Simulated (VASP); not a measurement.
GaN, 2 atoms in the cell. Symmetry: I4mm, No. 107, tetragonal system. Conventional cell: a = 3.020 Å, b = 3.020 Å, c = 4.270 Å, α = 90.00°, β = 90.00°, γ = 90.00°. Ga (site symmetry 4mm) has 6 N at 2.13 to 2.15 Å within 2.8 Å. N (site symmetry 4mm) has 6 Ga at 2.13 to 2.15 Å within 2.8 Å. 

```yaml
Program: VASP 6.6.1
Task: single point
Functional: PBE
Potentials_or_basis: VASP PAW PBE potentials, release 64 (Ga_d, N)
Cutoff: 600 eV
k_mesh: 13 × 13 × 13
Occupations: gaussian, width 0.05 eV
Spin: no spin polarisation
Dipole_correction: no
Further_INCAR_settings: ALGO = Normal; EDIFF = 1e-06; NBANDS = 16
```

Potentials or basis: VASP PAW PBE potentials, release 64 (Ga_d, N).

Command:

```bash
$ cat potpaw_PBE.64/Ga_d/POTCAR potpaw_PBE.64/N/POTCAR > POTCAR
$ mpirun -np 1 vasp_std > vasp.out
```

Hardware: 1 thread of Intel(R) Xeon(R) Platinum 8375C CPU @ 2.90GHz (Ice Lake), on a shared host.

Problem. Estimate the wall time of this run.

Solution. Wall time 30 s on 1 thread of Intel(R) Xeon(R) Platinum 8375C CPU @ 2.90GHz (Ice Lake) (shared host), peak memory 0.2 GiB. Counts: scf iterations 13, k points 196.
